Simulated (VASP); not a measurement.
Set up this calculation in VASP 6.6.1, as the native input.

| Property | Result |
| --- | --- |
| Task | single point |
| Functional | PBE |
| Potentials or basis | VASP PAW PBE potentials, release 64 (Ga_d, As) |
| Cutoff | 520 eV |
| k mesh | 8 × 8 × 8 |
| Occupations | fermi-dirac, width 0.02 eV |
| Spin | no spin polarisation |
| Dipole correction | no |
| Further INCAR settings | ALGO = Normal; EDIFF = 1e-06; NBANDS = 16 |

The structure of GaAs lies in POSCAR:

```
GaAs
1.0
    0.0000000000      2.7135270810      2.8330831917
    2.7135270810      0.0000000000      2.8330831917
    2.7135270810      2.7135270810      0.0000000000
Ga As
1 1
Direct
    0.0000000000      0.0000000000      0.0000000000
    0.2500000000      0.2500000000      0.2500000000
```

This cell differs from its parent crystal: biaxial xy strain -4.2%.

One way to write it, as run:

INCAR

```
SYSTEM = GaAs
PREC = Accurate ; ENCUT = 520
EDIFF = 1E-6 ; ISMEAR = -1
SIGMA = 0.02 ; LREAL = .FALSE.
LASPH = .TRUE. ; NELM = 60
ALGO = Normal ; ISIF = 2
LWAVE = .FALSE. ; LCHARG = .FALSE.
GGA = PE ; NBANDS = 16
```

KPOINTS

```
regular mesh
0
G
  8 8 8
  0 0 0
```

Potentials or basis: VASP PAW PBE potentials, release 64 (Ga_d, As).

The run is started by

```bash
$ cat potpaw_PBE.64/Ga_d/POTCAR potpaw_PBE.64/As/POTCAR > POTCAR
$ mpirun -np 1 vasp_std > vasp.out
```

Results of the run:

```yaml
Pressure: 10.7 GPa
Band_gap_on_the_k_mesh: 1.03 eV, direct
```

Caveat: the cell differs from its parent crystal (biaxial xy strain -4.2%).

Wall time 28 s on 1 thread of Intel(R) Xeon(R) Platinum 8488C (Sapphire Rapids), on a shared host, peak memory 0.19 GiB.
